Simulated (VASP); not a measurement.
Input of a VASP 6.6.1 run:

Contents of INCAR:

```
PREC = Accurate ; ENCUT = 520
EDIFF = 1E-6 ; ISMEAR = -1
SIGMA = 0.05 ; LREAL = False
LASPH = True ; NELM = 100
ALGO = Normal ; ISIF = 2
LWAVE = False ; LCHARG = False
GGA = PS ; NBANDS = 9
```

Contents of KPOINTS:

```
regular mesh
0
Gamma
  9 9 9
```

The input POSCAR:

```
Te
1.0
    2.3511296351      1.3574253277      1.7241180786
   -2.3511296351      1.3574253277      1.7241180786
    0.0000000000     -2.7148506555      1.7241180786
Te
1
Direct
    0.5000000000      0.5000000000      0.5000000000
```

Potentials or basis: VASP PAW PBE potentials, release 64 (Te).

The run is started by

```bash
$ cat potpaw_PBE.64/Te/POTCAR > POTCAR
$ mpirun -np 1 vasp_std > vasp.out
```

(1) Predict the band gap on the k mesh.

(2) What does it give for the pressure?

## Answers

(1) zero (band 3 reaches 8.40 eV, above the bottom of band 4 at 3.86 eV).

(2) -3.0 GPa.

Caveat: the PAW data sets were made with another functional, which shifts forces and pressure a little; spin-orbit coupling is left out, which moves the levels of the heavy elements.
